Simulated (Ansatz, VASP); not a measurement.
## Te2Mo: VASP beside Ansatz

POSCAR

```
Te2Mo
1.0
    1.7379397285      1.0238775205      7.1041367205
   -1.7379397285      1.0238775205      7.1041367205
    0.0000000000     -2.0477550409      7.1041367205
Mo Te
1 2
Direct
    0.0009516803      0.0009516803     -0.0020196653
    0.4173913951      0.4173913951      0.4191602416
    0.2483235912      0.2483235912      0.2495260903
```

The input INCAR.step1:

```
SYSTEM = Te2Mo
ALGO = Normal
EDIFF = 1E-5
ENCUT = 550
GGA = PE
GGA_COMPAT = .FALSE.
ISMEAR = 0
LASPH = .TRUE.
LCHARG = .FALSE.
LREAL = .FALSE.
LWAVE = .TRUE.
NBANDS = 20
NELM = 120
PREC = Accurate
SIGMA = 0.01
```

The input INCAR.step2:

```
SYSTEM = Te2Mo
ALGO = Normal
EDIFF = 1E-6
ENCUT = 550
GGA_COMPAT = .FALSE.
ISIF = 2
ISMEAR = 0
ISTART = 1
LASPH = .TRUE.
LCHARG = .TRUE.
LELF = .TRUE.
LMIXTAU = .TRUE.
LREAL = .FALSE.
LVHAR = .TRUE.
LWAVE = .FALSE.
METAGGA = R2SCAN
NBANDS = 20
NELM = 120
PREC = Accurate
SIGMA = 0.01
```

The input KPOINTS:

```
k-points
0
G
  8 8 8
  0 0 0
```

Input for Ansatz:

```yaml
crystal:
  lattice:
    - [1.7379397285, 1.0238775205, 7.1041367205]
    - [-1.7379397285, 1.0238775205, 7.1041367205]
    - [0.0, -2.0477550409, 7.1041367205]
  atoms:
    - { symbol: Mo, position: [0.0009516803, 0.0009516803, -0.0020196653] }
    - { symbol: Te, position: [0.4173913951, 0.4173913951, 0.4191602416] }
    - { symbol: Te, position: [0.2483235912, 0.2483235912, 0.2495260903] }
kpoints:
  mp_grid: { grid: [8, 8, 8] }
  band_path:
    path:
      - [0.0, 0.0, 0.0]
      - [-0.5, -0.5, -0.5]
      - [-0.5, -0.1805145098, -0.8194854902]
      - [-0.1805145098, 0.1805145098, -0.5]
      - [0.0, 0.0, -0.5]
      - [0.0, 0.3402572549, -0.3402572549]
      - [-0.3402572549, 0.0, -0.6597427451]
      - [-0.5, 0.0, -0.5]
      - [0.0, 0.2041543529, -0.2041543529]
      - [-0.1624630588, 0.1624630588, -0.5]
    npoints: 1
hamiltonian:
  xc: r2scan
scf:
  occupations: { method: fixed }
  n_extra_bands: 4
output:
  forces: true
  stress: true
  eigenvalues: true
```

Change from the starting cell: uniaxial_x strain -2.0%.

Alike in both runs: task single point; functional r2SCAN; k mesh 8 × 8 × 8; no spin polarisation.

|  | VASP | Ansatz |
| --- | --- | --- |
| version | VASP 6.6.1 | Ansatz 0.2.0 |
| potentials or method | VASP PAW PBE potentials, release 64 (Mo_sv, Te) | plane waves, PAW |
| plane-wave cutoff (eV) | 550 | 500 |
| occupations | gaussian, width 0.01 eV | fixed |
| valence electrons in the cell | 26 | 46 |

VASP gave:

* gap on the k mesh at the Fermi level (eV): 1.04
* pressure (GPa): 2.6
* traceless stress, the component that is largest in VASP (GPa): 1.52
* rms of the force components (eV/Å): 0.003

Which values does Ansatz return?

gap on the k mesh at the Fermi level (eV): 1.04; pressure (GPa): 2.4; traceless stress, the component that is largest in VASP (GPa): 1.55; rms of the force components (eV/Å): 0.015.

VASP's potentials were made for PBE, not for r2SCAN. Atom by atom the forces differ by 0.012 eV/Å (rms over components). VASP's potentials hold 26 valence electrons a cell and Ansatz's 46, so a difference there can come from the potentials and not from the codes.

Spin-orbit coupling is off throughout.
